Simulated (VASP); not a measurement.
# Cu (P-4m2) in VASP: single point with PBEsol

Aim: the single point of Cu with PBEsol.

Program: VASP 6.6.1. These are calculated values, not measurements. Logs are shortened: lines on timing, memory, paths and dates and some standing lists are left out, and cuts for length are marked.

**1. The cell of the first run**

The structure is tetragonal, space group P-4m2 (No. 115). The conventional cell has a = 3.473 Å, b = 3.473 Å, c = 5.934 Å, α = 90.00°, β = 90.00°, γ = 90.00°. Within 3.5 Å of Cu (site symmetry -4m2) lie 8 Cu at 2.62 to 3.47 Å. Cu (site symmetry 2mm) has 10 Cu at 2.62 to 3.47 Å within 3.5 Å.

**2. Single point, PBEsol**

Contents of INCAR:

```
SYSTEM = Cu
  PREC = Accurate
  ENCUT = 520
  EDIFF = 1E-7
  ISMEAR = 0
  SIGMA = 0.15
  LREAL = .FALSE.
  LASPH = .TRUE.
  NELM = 100
  ALGO = Normal
  ISIF = 2
  LWAVE = .FALSE.
  LCHARG = .FALSE.
  GGA = PS
  NBANDS = 24
```

Contents of KPOINTS:

```
regular mesh
0
G
  7 7 4
  0 0 0
```

Contents of POSCAR:

```
Cu
1.0
    3.4725080000      0.0000000000      0.0000000000
    0.0000000000      3.4725080000      0.0000000000
    0.0000000000      0.0000000000      5.9338830000
Cu
3
Direct
    0.5000000000      0.5000000000      0.0000000000
    0.5000000000      0.0000000000      0.3299700000
    0.0000000000      0.5000000000      0.6700300000
```

Potentials or basis: VASP PAW PBE potentials, release 64 (Cu).

The run is started by

```sh
> cat potpaw_PBE.64/Cu/POTCAR > POTCAR
> mpirun -np 1 vasp_std > vasp.out
```

OUTCAR:

```text
SYSTEM = Cu
   PREC = Accurate
   ENCUT = 520
   EDIFF = 1E-7
   ISMEAR = 0
   LREAL = .FALSE.
   LASPH = .TRUE.
   NELM = 100
   ISIF = 2
   GGA = PS

 ion  position               nearest neighbor table
   1  0.500  0.500  0.000-   2 2.62   3 2.62   2 2.62   3 2.62
   2  0.500  0.000  0.330-   1 2.62   1 2.62
   3  0.000  0.500  0.670-   1 2.62   1 2.62

  LATTYP: Found a simple tetragonal cell.
 ALAT       =     3.4725080000
 C/A-ratio  =     1.7088176615

  Lattice vectors:

 A1 = (   3.4725080000,   0.0000000000,   0.0000000000)
 A2 = (   0.0000000000,   3.4725080000,   0.0000000000)
 A3 = (   0.0000000000,   0.0000000000,   5.9338830000)

Analysis of symmetry for initial positions (statically):
=====================================================================
 Subroutine PRICEL returns:
 Original cell was already a primitive cell.

 Routine SETGRP: Setting up the symmetry group for a
 simple tetragonal supercell.

 Subroutine GETGRP returns: Found  8 space group operations
 (whereof  8 operations were pure point group operations)
 out of a pool of 16 trial point group operations.

The static configuration has the point symmetry D_2d.

Analysis of symmetry for dynamics (positions and initial velocities):
=====================================================================
 Subroutine PRICEL returns:
 Original cell was already a primitive cell.

 Routine SETGRP: Setting up the symmetry group for a
 simple tetragonal supercell.

 Subroutine GETGRP returns: Found  8 space group operations
 (whereof  8 operations were pure point group operations)
 out of a pool of 16 trial point group operations.

The dynamic configuration has the point symmetry D_2d.

 Subroutine INISYM returns: Found  8 space group operations
 (whereof  8 operations are pure point group operations),
 and found     1 'primitive' translations

----------------------------------------------------------------------------------------

                                     Primitive cell

  volume of cell :      71.5526

  direct lattice vectors                    reciprocal lattice vectors
     3.472508000  0.000000000  0.000000000     0.287976298  0.000000000  0.000000000
     0.000000000  3.472508000  0.000000000     0.000000000  0.287976298  0.000000000
     0.000000000  0.000000000  5.933883000     0.000000000  0.000000000  0.168523714

  length of vectors
     3.472508000  3.472508000  5.933883000     0.287976298  0.287976298  0.168523714

  position of ions in fractional coordinates (direct lattice)
     0.500000000  0.500000000  0.000000000
     0.500000000  0.000000000  0.329970000
     0.000000000  0.500000000  0.670030000

  ion indices of the primitive-cell ions
   primitive index   ion index
                 1           1
                 2           2
                 3           3

----------------------------------------------------------------------------------------

 KPOINTS: regular mesh

Automatic generation of k-mesh.
 Grid dimensions read from file:
 generate k-points for:    7    7    4

 Generating k-lattice:

  Cartesian coordinates                     Fractional coordinates (reciprocal lattice)
     0.041139471  0.000000000  0.000000000     0.142857143  0.000000000  0.000000000
     0.000000000  0.041139471  0.000000000     0.000000000  0.142857143  0.000000000
     0.000000000  0.000000000  0.042130928     0.000000000  0.000000000  0.250000000

  Length of vectors
     0.041139471  0.041139471  0.042130928

  Shift w.r.t. Gamma in fractional coordinates (k-lattice)
     0.000000000  0.000000000  0.000000000

 Subroutine IBZKPT returns following result:
 ===========================================

 Found     30 irreducible k-points:

 Following reciprocal coordinates:
            Coordinates               Weight
  0.000000  0.000000  0.000000      1.000000
  0.142857  0.000000  0.000000      4.000000
  0.285714  0.000000  0.000000      4.000000
  0.428571  0.000000  0.000000      4.000000
  0.142857  0.142857  0.000000      4.000000
  0.285714  0.142857  0.000000      8.000000
[... 16 lines left out ...]
  0.285714  0.000000  0.500000      4.000000
  0.428571  0.000000  0.500000      4.000000
 [... further k-points ...]
   k-points           NKPTS =     30   k-points in BZ     NKDIM =     30   number of bands    NBANDS=     24
   number of dos      NEDOS =    301   number of ions     NIONS =      3
   total plane-waves  NPLWV =  37632
   dimension x,y,z NGX =    28 NGY =   28 NGZ =   48
   dimension x,y,z NGXF=    56 NGYF=   56 NGZF=   96
   ions per type =               3
   NGX,Y,Z   is equivalent  to a cutoff of  13.40, 13.40, 13.45 a.u.
   NGXF,Y,Z  is equivalent  to a cutoff of  26.81, 26.81, 26.90 a.u.
 SYSTEM =  Cu
   PREC   = accura    normal or accurate (medium, high low for compatibility)
   ISTART =      0    job   : 0-new  1-cont  2-samecut
   ICHARG =      2    charge: 1-file 2-atom 10-const
   ISPIN  =      1    spin polarized calculation?
   LNONCOLLINEAR =      F non collinear calculations
   LSORBIT =      F    spin-orbit coupling
   LASPH  =      T    aspherical Exc in radial PAW
   ENCUT  =  520.0 eV  38.22 Ry    6.18 a.u.   6.46  6.46 11.03*2*pi/ulx,y,z
   NELM   =    100;   NELMIN=  2; NELMDL= -5     # of ELM steps
   EDIFF  = 0.1E-06   stopping-criterion for ELM
   LREAL  =      F    real-space projection
   EDIFFG = 0.1E-05   stopping-criterion for IOM
   NSW    =      0    number of steps for IOM
   IBRION =     -1    ionic relax: 0-MD 1-quasi-New 2-CG
   NFREE  =      0    steps in history (QN), initial steepest desc. (CG)
   ISIF   =      2    stress and relaxation
   ISYM   =      2    0-nonsym 1-usesym 2-fastsym
   POTIM  = 0.5000    time-step for ionic-motion
   TEBEG  =    0.0;   TEEND  =   0.0 temperature during run
   PSTRESS=    0.0 pullay stress
   NELECT =      33.0000    total number of electrons
   NUPDOWN=      -1.0000    fix difference up-down
   EMIN   =  10.00;   EMAX   =-10.00  energy-range for DOS
   EFERMI =   0.00;   METHOD = LEGACY
   ISMEAR =     0;   SIGMA  =   0.15  broadening in eV -4-tet -1-fermi 0-gaus
   EFERMI_NEDOS =   21; number of points for ismear=-14 and -15
   IALGO  =     38    algorithm
   IMIX   =      4    mixing-type and parameters
     AMIX     =   0.40;   BMIX     =  1.00
     AMIX_MAG =   1.60;   BMIX_MAG =  1.00
  volume/ion in A,a.u.               =      23.85       160.95
  Fermi-wavevector in a.u.,A,eV,Ry     =   1.264846  2.390212 21.767082  1.599835
  Thomas-Fermi vector in A             =   2.398130
   LORBIT       =      0    0 simple, 1 ext, 2 COOP (PROOUT), +10 PAW based schemes
   GGA     = PS    functional components
   LHFCALC =     F    Hartree Fock is set to
   AEXX    =    0.0000 exact exchange contribution
   IVDW    =     0    specifies the selected vdW correction
   LEPSILON=     F    determine dielectric tensor
   LRPA    =     F    only Hartree local field effects (RPA)
 non-spin polarized calculation
 Gauss-broadening in eV      SIGMA  =   0.15
  energy-cutoff  :      520.00
  volume of cell :       71.55
 maximum number of plane-waves:      1942
 NGX is ok and might be reduce to    28
   NGX = 13   NGY = 13   NGZ = 23

 number of electron      33.0000043 magnetization

 Free energy of the ion-electron system (eV)
  ---------------------------------------------------
  ext. energy  EPLUGINS =         0.00000000
  ---------------------------------------------------
  free energy    TOTEN  =        -8.49380362 eV

  energy without entropy =       -8.47207628  energy(sigma->0) =       -8.48293995

 E-fermi :   1.2547     XC(G=0):  -9.1948

 val. band max:        1.2485666168   @ k =   0.4286   0.0000   0.2500
 cond. band min:       1.2589028818   @ k =   0.2857   0.2857   0.2500
 fundamental gap:      0.0103362650
 Fermi energy:         1.2546615629

 k-point     1 :       0.0000    0.0000    0.0000
  band No.  band energies     occupation
      1      -4.0159      2.00000
      2      -1.2123      2.00000
      3      -1.0826      2.00000
      4      -0.8879      2.00000
      5      -0.8879      2.00000
      6      -0.7436      2.00000
[... 16 lines left out ...]
     23      12.8827      0.00000
     24      12.9716      0.00000

 k-point     2 :       0.1429    0.0000    0.0000
  band No.  band energies     occupation
      1      -3.7670      2.00000
      2      -1.1506      2.00000
      3      -1.0241      2.00000
      4      -0.9192      2.00000
      5      -0.8969      2.00000
      6      -0.7357      2.00000
[... 16 lines left out ...]
     23      11.4511      0.00000
     24      13.1080      0.00000

 k-point     3 :       0.2857    0.0000    0.0000
  band No.  band energies     occupation
      1      -3.0573      2.00000
      2      -1.0474      2.00000
      3      -1.0101      2.00000
      4      -0.9171      2.00000
      5      -0.8867      2.00000
      6      -0.7419      2.00000
[... 16 lines left out ...]
     23      11.9935      0.00000
     24      13.2101      0.00000

 k-point     4 :       0.4286    0.0000    0.0000
  band No.  band energies     occupation
      1      -2.1271      2.00000
      2      -1.1339      2.00000
      3      -0.9722      2.00000
      4      -0.9331      2.00000
      5      -0.8905      2.00000
      6      -0.6879      2.00000
[... 16 lines left out ...]
     23      12.4328      0.00000
     24      12.9495      0.00000

 k-point     5 :       0.1429    0.1429    0.0000
  band No.  band energies     occupation
      1      -3.5197      2.00000
      2      -1.0805      2.00000
      3      -0.9839      2.00000
      4      -0.9611      2.00000
      5      -0.8878      2.00000
      6      -0.6849      2.00000
[... 451 lines left out ...]
 k-point    22 :       0.1429    0.0000    0.5000
  band No.  band energies     occupation
      1      -2.7357      2.00000
      2      -2.6725      2.00000
      3      -1.1095      2.00000
      4      -0.8967      2.00000
      5      -0.8952      2.00000
      6      -0.8657      2.00000
[... 16 lines left out ...]
     23       9.7688      0.00000
     24      12.1060      0.00000

 k-point    23 :       0.2857    0.0000    0.5000
  band No.  band energies     occupation
      1      -2.2209      2.00000
      2      -2.0073      2.00000
      3      -1.0321      2.00000
      4      -0.8686      2.00000
      5      -0.8403      2.00000
      6      -0.7330      2.00000
[... 16 lines left out ...]
     23      10.6143      0.00000
     24      12.2997      0.00000

 k-point    24 :       0.4286    0.0000    0.5000
  band No.  band energies     occupation
      1      -1.8064      2.00000
      2      -1.3203      2.00000
      3      -0.9830      2.00000
      4      -0.8573      2.00000
      5      -0.8442      2.00000
      6      -0.6045      2.00000
[... 16 lines left out ...]
     23      10.8565      0.00000
     24      10.9769      0.00000

 [... further k-points ...]
[... 5 lines left out ...]
  --------------------------------------------------------------------------------------
  -------------------------------------------------------------------------------------
  Total       -6.4197203     -6.4197203     -6.7233843      0.0000000      0.0000000      0.0000000
  in kB     -143.7477975   -143.7477975   -150.5473193      0.0000000      0.0000000      0.0000000
  external PRESSURE =    -146.0143048 kB  Pullay stress =       0.0000000 kB

 VOLUME and BASIS-vectors are now :
 -----------------------------------------------------------------------------
  energy-cutoff  :      520.00
  volume of cell :       71.55
      direct lattice vectors                 reciprocal lattice vectors
     3.472508000  0.000000000  0.000000000     0.287976298  0.000000000  0.000000000
     0.000000000  3.472508000  0.000000000     0.000000000  0.287976298  0.000000000
     0.000000000  0.000000000  5.933883000     0.000000000  0.000000000  0.168523714

 POSITION                                       TOTAL-FORCE (eV/Angst)
 -----------------------------------------------------------------------------------
      1.73625      1.73625      0.00000         0.000000     -0.000000      0.000000
      1.73625      0.00000      1.95800        -0.000000      0.000000      0.133097
      0.00000      1.73625      3.97588         0.000000      0.000000     -0.133097
 -----------------------------------------------------------------------------------
    total drift:                                0.000000      0.000000      0.000000

  FREE ENERGIE OF THE ION-ELECTRON SYSTEM (eV)
  ---------------------------------------------------
  free  energy   TOTEN  =        -8.4938036151 eV

  energy  without entropy=       -8.4720762827  energy(sigma->0) =       -8.48293995
```

It took 54 s on 1 thread of Intel Xeon Platinum 8375C at 2.90GHz (Ice Lake), shared host; peak memory 0.19 GiB.

Results:

```
Free energy   : -8.4938 eV
Pressure      : -14.6 GPa
Largest force : 0.133 eV/Å
```

Forces in eV/Å, atoms in the order of the input:
```
Cu   0.000  0.000  0.000
Cu   0.000  0.000  0.133
Cu   0.000  0.000 -0.133
```

Caveat: the PAW data sets were made with another functional, which shifts forces and pressure a little.
